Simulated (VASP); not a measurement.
Wanted: the native input for a VASP 6.6.1 run.

| Property | Result |
| --- | --- |
| Task | electric field gradients |
| Functional | PBE |
| Potentials or basis | VASP PAW PBE potentials, release 64 (Hg, Te) |
| Cutoff | 520 eV |
| k mesh | 9 × 9 × 9 |
| Occupations | fermi-dirac, width 0.05 eV |
| Spin | no spin polarisation |
| Dipole correction | no |
| Further INCAR settings | ALGO = Normal; EDIFF = 1e-08; NBANDS = 16 |

The structure of HgTe lies in POSCAR:

```
HgTe
1.0
    0.0000000000      3.2867219331      3.2867219331
    3.2867219331      0.0000000000      3.2867219331
    3.2867219331      3.2867219331      0.0000000000
Hg Te
1 1
Direct
    0.0000000000      0.0000000000      0.0000000000
    0.7500000000      0.7500000000      0.7500000000
```

This cell differs from its parent crystal: volume scaled by 1.06.

These files were run (other wordings do the same):

INCAR

```
PREC     = Accurate       # precision mode
ENCUT    = 520            # plane-wave cutoff, eV
EDIFF    = 1E-8           # SCF threshold, eV
ISMEAR   = -1             # smearing method
SIGMA    = 0.05           # smearing width, eV
LREAL    = F              # projectors in reciprocal space
LASPH    = T              # aspherical terms in the spheres
NELM     = 80             # most SCF steps
ALGO     = Normal         # electronic algorithm
ISIF     = 2              # what is computed and relaxed
LWAVE    = F              # write WAVECAR
LCHARG   = F              # write CHGCAR
GGA      = PE             # functional
LEFG     = T            
NBANDS   = 16             # bands
```

KPOINTS

```
regular mesh
0
Gamma
  9 9 9
```

Potentials or basis: VASP PAW PBE potentials, release 64 (Hg, Te).

The run is started by

```bash
$ cat potpaw_PBE.64/Hg/POTCAR potpaw_PBE.64/Te/POTCAR > POTCAR
$ mpirun -np 1 vasp_std > vasp.out
```

Results of the run:

```
Pressure               : 1.4 GPa
Band gap on the k mesh : zero (filled and empty bands touch)
```

Caveat: without QUAD_EFG the Cq values of the log hold for a quadrupole moment of 1 mb, not for the nuclei; spin-orbit coupling is left out, which moves the levels of the heavy elements.

Wall time 45 s on 1 thread of Intel(R) Xeon(R) Platinum 8488C (Sapphire Rapids), with other jobs on the host, peak memory 0.22 GiB.
